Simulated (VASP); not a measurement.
A run of VASP 6.6.1:

File INCAR:

```
ALGO     = Normal         # electronic algorithm
EDIFF    = 1E-6           # SCF threshold, eV
EDIFFG   = -0.005         # ionic threshold
ENCUT    = 600            # plane-wave cutoff, eV
IBRION   = 2              # ionic algorithm
ISIF     = 3              # what is computed and relaxed
ISMEAR   = 0              # smearing method
LASPH    = True           # aspherical terms in the spheres
LCHARG   = False          # write CHGCAR
LREAL    = False          # projectors in reciprocal space
LWAVE    = False          # write WAVECAR
NELM     = 80             # most SCF steps
NSW      = 70             # ionic steps
PREC     = Accurate       # precision mode
SIGMA    = 0.02           # smearing width, eV
```

Contents of KPOINTS:

```
k-points
0
Gamma
  10 10 10
```

POSCAR

```
GaN
1.0
    0.0000000000      2.2742384951      2.2742384951
    2.2742384951      0.0000000000      2.2742384951
    2.2742384951      2.2742384951      0.0000000000
Ga N
1 1
Direct
    0.0000000000      0.0000000000      0.0000000000
    0.7500000000      0.7500000000      0.7500000000
```

Potentials or basis: VASP PAW LDA potentials, release 64 (Ga_d, N).

The run is started by

```console
$ cat potpaw_LDA.64/Ga_d/POTCAR potpaw_LDA.64/N/POTCAR > POTCAR
$ mpirun -np 1 vasp_std > vasp.out
```

Hardware: 1 thread of AMD EPYC 7R13 (shared host).

Task: Estimate the wall time of this run.

Result: It took 3.1 min on 1 thread of AMD EPYC 7R13, with other jobs on the host, peak memory 0.13 GiB. Counts: scf iterations 63, k points 47, ion steps 15.
